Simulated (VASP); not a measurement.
# ZrS (Fm-3m) in VASP: further runs, part 2 of 2

VASP 6.6.1. The steps go on from the part before.

### Step 3. Single point, LDA, collinear spin, ferromagnetic start

INCAR

```
SYSTEM = ZrS
  PREC = Accurate
  ENCUT = 520
  EDIFF = 1E-6
  ISMEAR = 0
  SIGMA = 0.15
  LREAL = .False.
  LASPH = .True.
  NELM = 150
  ALGO = Normal
  ISIF = 2
  LWAVE = .False.
  LCHARG = .False.
  ISPIN = 2
  MAGMOM = 0.3 0
  LORBIT = 11
  NUPDOWN = 0.3
  LMAXMIX = 4
  GGA = CA
  NBANDS = 20
```

KPOINTS

```
regular mesh
0
Gamma
  16 16 16
  0 0 0
```

POSCAR

```
ZrS
1.0
    0.0000000000      2.7127426924      2.7127426924
    2.7127426924      0.0000000000      2.7127426924
    2.7127426924      2.7127426924      0.0000000000
Zr S
1 1
Direct
    0.0000000000      0.0000000000      0.0000000000
    0.5000000000      0.5000000000      0.5000000000
```

Potentials or basis: VASP PAW LDA potentials, release 64 (Zr_sv, S).

The run is started by

```bash
$ cat potpaw_LDA.64/Zr_sv/POTCAR potpaw_LDA.64/S/POTCAR > POTCAR
$ mpirun -np 1 vasp_std > vasp.out
```

OUTCAR:

```text
SYSTEM = ZrS
   PREC = Accurate
   ENCUT = 520
   EDIFF = 1E-6
   ISMEAR = 0
   LREAL = .False.
   LASPH = .True.
   NELM = 150
   ISIF = 2
   ISPIN = 2
   LORBIT = 11
   NUPDOWN = 0.3
   GGA = CA

 ion  position               nearest neighbor table
   1  0.000  0.000  0.000-   2 2.71   2 2.71   2 2.71   2 2.71   2 2.71   2 2.71
   2  0.500  0.500  0.500-   1 2.71   1 2.71   1 2.71   1 2.71   1 2.71   1 2.71

  LATTYP: Found a face centered cubic cell.
 ALAT       =     5.4254853848

  Lattice vectors:

 A1 = (   0.0000000000,   2.7127426924,   2.7127426924)
 A2 = (   2.7127426924,   0.0000000000,   2.7127426924)
 A3 = (   2.7127426924,   2.7127426924,   0.0000000000)

Analysis of symmetry for initial positions (statically):
=====================================================================
 Subroutine PRICEL returns:
 Original cell was already a primitive cell.

 Routine SETGRP: Setting up the symmetry group for a
 face centered cubic supercell.

 Subroutine GETGRP returns: Found 48 space group operations
 (whereof 48 operations were pure point group operations)
 out of a pool of 48 trial point group operations.

The static configuration has the point symmetry O_h .

Analysis of symmetry for dynamics (positions and initial velocities):
=====================================================================
 Subroutine PRICEL returns:
 Original cell was already a primitive cell.

 Routine SETGRP: Setting up the symmetry group for a
 face centered cubic supercell.

 Subroutine GETGRP returns: Found 48 space group operations
 (whereof 48 operations were pure point group operations)
 out of a pool of 48 trial point group operations.

The dynamic configuration has the point symmetry O_h .

Analysis of structural, dynamic, and magnetic symmetry:
=====================================================================
 Subroutine PRICEL returns:
 Original cell was already a primitive cell.

 Routine SETGRP: Setting up the symmetry group for a
 face centered cubic supercell.

 Subroutine GETGRP returns: Found 48 space group operations
 (whereof 48 operations were pure point group operations)
 out of a pool of 48 trial point group operations.

The overall configuration has the point symmetry O_h .

 Subroutine INISYM returns: Found 48 space group operations
 (whereof 48 operations are pure point group operations),
 and found     1 'primitive' translations

----------------------------------------------------------------------------------------

                                     Primitive cell

  volume of cell :      39.9260

  direct lattice vectors                    reciprocal lattice vectors
     0.000000000  2.712742692  2.712742692    -0.184315306  0.184315306  0.184315306
     2.712742692  0.000000000  2.712742692     0.184315306 -0.184315306  0.184315306
     2.712742692  2.712742692  0.000000000     0.184315306  0.184315306 -0.184315306

  length of vectors
     3.836397507  3.836397507  3.836397507     0.319243475  0.319243475  0.319243475

  position of ions in fractional coordinates (direct lattice)
     0.000000000  0.000000000  0.000000000
     0.500000000  0.500000000  0.500000000

  ion indices of the primitive-cell ions
   primitive index   ion index
[... 61 lines left out ...]
   ions per type =               1   1
   NGX,Y,Z   is equivalent  to a cutoff of  13.00, 13.00, 13.00 a.u.
   NGXF,Y,Z  is equivalent  to a cutoff of  26.00, 26.00, 26.00 a.u.
 SYSTEM =  ZrS
   PREC   = accura    normal or accurate (medium, high low for compatibility)
   ISTART =      0    job   : 0-new  1-cont  2-samecut
   ICHARG =      2    charge: 1-file 2-atom 10-const
   ISPIN  =      2    spin polarized calculation?
   LNONCOLLINEAR =      F non collinear calculations
   LSORBIT =      F    spin-orbit coupling
   LASPH  =      T    aspherical Exc in radial PAW
   ENCUT  =  520.0 eV  38.22 Ry    6.18 a.u.   7.13  7.13  7.13*2*pi/ulx,y,z
   NELM   =    150;   NELMIN=  2; NELMDL= -5     # of ELM steps
   EDIFF  = 0.1E-05   stopping-criterion for ELM
   LREAL  =      F    real-space projection
   EDIFFG = 0.1E-04   stopping-criterion for IOM
   NSW    =      0    number of steps for IOM
   IBRION =     -1    ionic relax: 0-MD 1-quasi-New 2-CG
   NFREE  =      0    steps in history (QN), initial steepest desc. (CG)
   ISIF   =      2    stress and relaxation
   ISYM   =      2    0-nonsym 1-usesym 2-fastsym
   POTIM  = 0.5000    time-step for ionic-motion
   TEBEG  =    0.0;   TEEND  =   0.0 temperature during run
   PSTRESS=    0.0 pullay stress
   NELECT =      18.0000    total number of electrons
   NUPDOWN=       0.3000    fix difference up-down
   EMIN   =  10.00;   EMAX   =-10.00  energy-range for DOS
   EFERMI =   0.00;   METHOD = LEGACY
   ISMEAR =     0;   SIGMA  =   0.15  broadening in eV -4-tet -1-fermi 0-gaus
   EFERMI_NEDOS =   21; number of points for ismear=-14 and -15
   IALGO  =     38    algorithm
   IMIX   =      4    mixing-type and parameters
     AMIX     =   0.40;   BMIX     =  1.00
     AMIX_MAG =   1.60;   BMIX_MAG =  1.00
  volume/ion in A,a.u.               =      19.96       134.72
  Fermi-wavevector in a.u.,A,eV,Ry     =   1.255299  2.372171 21.439717  1.575775
  Thomas-Fermi vector in A             =   2.389062
   LORBIT       =     11    0 simple, 1 ext, 2 COOP (PROOUT), +10 PAW based schemes
   GGA     = CA    functional components
   LHFCALC =     F    Hartree Fock is set to
   AEXX    =    0.0000 exact exchange contribution
   IVDW    =     0    specifies the selected vdW correction
   LEPSILON=     F    determine dielectric tensor
   LRPA    =     F    only Hartree local field effects (RPA)
 spin polarized calculation
 Gauss-broadening in eV      SIGMA  =   0.15
  energy-cutoff  :      520.00
  volume of cell :       39.93
 maximum number of plane-waves:      1090
 NGX is ok and might be reduce to    30
   NGX = 15   NGY = 15   NGZ = 15

 number of electron      18.0000001 magnetization       0.3000000

 Free energy of the ion-electron system (eV)
  ---------------------------------------------------
  ext. energy  EPLUGINS =         0.00000000
  ---------------------------------------------------
  free energy    TOTEN  =       -16.76223299 eV

  energy without entropy =      -16.74422707  energy(sigma->0) =      -16.75323003

 E-fermi :   9.1842     XC(G=0): -11.0746

 val. band max:        9.4531315196   @ k =   0.3125   0.1875   0.0625
 cond. band min:       9.1973613244   @ k =   0.2500   0.0000   0.0000
 fundamental gap:     -0.2557701953
 Fermi energy:         9.4546963726

 spin component 1

 k-point     1 :       0.0000    0.0000    0.0000
  band No.  band energies     occupation
      1     -40.6139      1.00000
      2     -18.7258      1.00000
      3     -18.7258      1.00000
      4     -18.7258      1.00000
      5      -5.9692      1.00000
      6       5.8793      1.00000
[... 541 lines left out ...]
     19      22.4058      0.00000
     20      23.6095      0.00000

 [... further k-points ...]

 spin component 2

 k-point     1 :       0.0000    0.0000    0.0000
  band No.  band energies     occupation
      1     -40.5106      1.00000
      2     -18.6089      1.00000
      3     -18.6089      1.00000
      4     -18.6089      1.00000
      5      -5.9230      1.00000
      6       5.9218      1.00000
[... 541 lines left out ...]
     19      22.5015      0.00000
     20      23.7013      0.00000

 [... further k-points ...]
[... 5 lines left out ...]
  --------------------------------------------------------------------------------------
  -------------------------------------------------------------------------------------
  Total       -4.3678926     -4.3678926     -4.3678926      0.0000000     -0.0000000      0.0000000
  in kB     -175.2777250   -175.2777250   -175.2777250      0.0000000     -0.0000000      0.0000000
  external PRESSURE =    -175.2777250 kB  Pullay stress =       0.0000000 kB

 VOLUME and BASIS-vectors are now :
 -----------------------------------------------------------------------------
  energy-cutoff  :      520.00
  volume of cell :       39.93
      direct lattice vectors                 reciprocal lattice vectors
     0.000000000  2.712742692  2.712742692    -0.184315306  0.184315306  0.184315306
     2.712742692  0.000000000  2.712742692     0.184315306 -0.184315306  0.184315306
     2.712742692  2.712742692  0.000000000     0.184315306  0.184315306 -0.184315306

 POSITION                                       TOTAL-FORCE (eV/Angst)
 -----------------------------------------------------------------------------------
      0.00000      0.00000      0.00000         0.000000      0.000000      0.000000
      2.71274      2.71274      2.71274        -0.000000     -0.000000     -0.000000
 -----------------------------------------------------------------------------------
    total drift:                               -0.000000      0.000000      0.000000

  FREE ENERGIE OF THE ION-ELECTRON SYSTEM (eV)
  ---------------------------------------------------
  free  energy   TOTEN  =       -16.7622329939 eV

  energy  without entropy=      -16.7442270689  energy(sigma->0) =      -16.75323003

 total charge

# of ion       s       p       d       tot
------------------------------------------
    1        2.115   5.947   1.656   9.718
    2        1.307   2.399   0.000   3.706
--------------------------------------------------
tot          3.422   8.346   1.656  13.424

 magnetization (x)

# of ion       s       p       d       tot
------------------------------------------
    1        0.003   0.001   0.177   0.181
    2        0.001   0.007   0.000   0.008
--------------------------------------------------
tot          0.004   0.008   0.177   0.189
```

OSZICAR:

```text
N       E                     dE             d eps       ncg     rms          rms(c)
DAV:   1     0.118482032534E+03    0.11848E+03   -0.87229E+03 11608   0.839E+02
DAV:   2    -0.122475397267E+02   -0.13073E+03   -0.12558E+03 14144   0.237E+02
DAV:   3    -0.176604507588E+02   -0.54129E+01   -0.53478E+01 17184   0.412E+01
DAV:   4    -0.177620841997E+02   -0.10163E+00   -0.10147E+00 14708   0.499E+00
DAV:   5    -0.177637556749E+02   -0.16715E-02   -0.16714E-02 15852   0.537E-01    0.123E+01
DAV:   6    -0.168083121866E+02    0.95544E+00   -0.11405E+00 13816   0.759E+00    0.545E+00
DAV:   7    -0.167724216787E+02    0.35891E-01   -0.13382E-01 15256   0.201E+00    0.267E+00
DAV:   8    -0.167626655568E+02    0.97561E-02   -0.29548E-02 13208   0.856E-01    0.797E-01
DAV:   9    -0.167623466823E+02    0.31887E-03   -0.17187E-03 14368   0.264E-01    0.349E-01
DAV:  10    -0.167622410485E+02    0.10563E-03   -0.37387E-04 14068   0.931E-02    0.184E-01
DAV:  11    -0.167622356128E+02    0.54357E-05   -0.13527E-04 15876   0.873E-02    0.396E-02
DAV:  12    -0.167622332646E+02    0.23482E-05   -0.21663E-05 12956   0.296E-02    0.243E-02
DAV:  13    -0.167622329939E+02    0.27071E-06   -0.17703E-06 11336   0.990E-03
   1 F= -.16762233E+02 E0= -.16753230E+02  d E =-.180059E-01  mag=     0.3000
```

stdout:

```text
POSCAR found type information on POSCAR ZrS
 POSCAR found :  2 types and       2 ions
 scaLAPACK will be used
 LDA part: xc-table for (Slater(with rela. corr.)+CA(PZ))
 , standard interpolation
 POSCAR, INCAR and KPOINTS ok, starting setup
 FFT: planning ... GRIDC
 FFT: planning ... GRID_SOFT
 FFT: planning ... GRID
 WAVECAR not read
 entering main loop
```

It took 2.1 min on 1 thread of AMD EPYC 9R45 (Zen 5), shared host; peak memory 0.26 GiB.

Results:

- Free energy: -16.7622 eV
- Pressure: -17.5 GPa
- Net moment: 0.30 μB per cell
- Site moments: Zr +0.18; S +0.01 μB
- Valence electrons inside the program's atomic spheres: Zr 9.72; S 3.71

Caveat: the total moment is fixed, so each spin has its own Fermi level.

### Step 4. Single point, LDA, collinear spin, ferromagnetic start

INCAR

```
SYSTEM = ZrS
PREC = Accurate
ENCUT = 520
EDIFF = 1E-6
ISMEAR = 0
SIGMA = 0.15
LREAL = .False.
LASPH = .True.
NELM = 150
ALGO = Normal
ISIF = 2
LWAVE = .False.
LCHARG = .False.
ISPIN = 2
MAGMOM = 0.7 0
LORBIT = 11
NUPDOWN = 0.7
LMAXMIX = 4
GGA = CA
NBANDS = 20
```

KPOINTS is that of step 3.

POSCAR is that of step 3.

The run is started by

```bash
$ cat potpaw_LDA.64/Zr_sv/POTCAR potpaw_LDA.64/S/POTCAR > POTCAR
$ mpirun -np 1 vasp_std > vasp.out
```

Wall time 2.5 min (1 thread of AMD EPYC 9R45 (Zen 5), shared host); peak memory 0.25 GiB.

It converged, with:

```yaml
Free_energy: -16.6737 eV
Pressure: -16.7 GPa
Net_moment: 0.70 μB per cell
Site_moments: Zr +0.42; S +0.02 μB
Valence_electrons_inside_the_program's_atomic_spheres: Zr 9.72; S 3.71
```

Caveat: the total moment is fixed, so each spin has its own Fermi level.

### Step 5. The runs side by side

```tsv
fixed moment (μB)	pressure (GPa)	moment (μB)
0.4	-17.4	0.40
0.3	-17.5	0.30
0.7	-16.7	0.70
```

Alike in all rows: task single point; level LDA; potentials or basis VASP PAW LDA potentials, release 64 (Zr_sv, S); spin collinear, ferromagnetic start; cell as given; k mesh 16 × 16 × 16; cutoff (eV) 520; smearing gaussian 0.15 eV.

Caveats: the total moment is fixed, so each spin has its own Fermi level.

Absolute energies hang on the potentials; compare differences alone.
